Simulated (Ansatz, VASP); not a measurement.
One calculation of KTaO3, two programs

```
CELL_PARAMETERS angstrom
3.86604 0.00000 0.00000
0.00000 3.86604 0.00000
0.00000 0.00000 3.86604
ATOMIC_POSITIONS crystal
K 0.50000 0.50000 0.50000
Ta 0.00000 0.00000 0.00000
O 0.00000 0.50000 0.00000
O 0.00000 0.00000 0.50000
O 0.50000 0.00000 0.00000
```

Change from the starting cell: equal strain along all axes, cell held, atoms relaxed: -3.0 %.

Alike in both runs: task single point; functional PBEsol; k mesh 8 × 8 × 8; occupations gaussian, width 0.02 eV; no spin polarisation.

|  | VASP | Ansatz |
| --- | --- | --- |
| version | VASP 6.6.1 | Ansatz 0.2.0 |
| potentials or method | VASP PAW PBE potentials, release 64 (K_sv, Ta_pv, O), cutoff 520 eV | scalar-relativistic, plane waves, PAW |
| valence electrons in the cell | 38 | 40 |

Ansatz gave:

```
gap on the k mesh at the Fermi level (eV) : 2.32
least direct gap on the mesh (eV)         : 2.85
pressure (GPa)                            : 22.6
```

Q: Which values does VASP return?

A: gap on the k mesh at the Fermi level (eV): 2.26; least direct gap on the mesh (eV): 2.82; pressure (GPa): 23.9.

VASP's potentials were made for PBE, not for PBEsol. VASP's potentials hold 38 valence electrons a cell and Ansatz's 40, so a difference there can come from the potentials and not from the codes.

Spin-orbit coupling is off throughout.
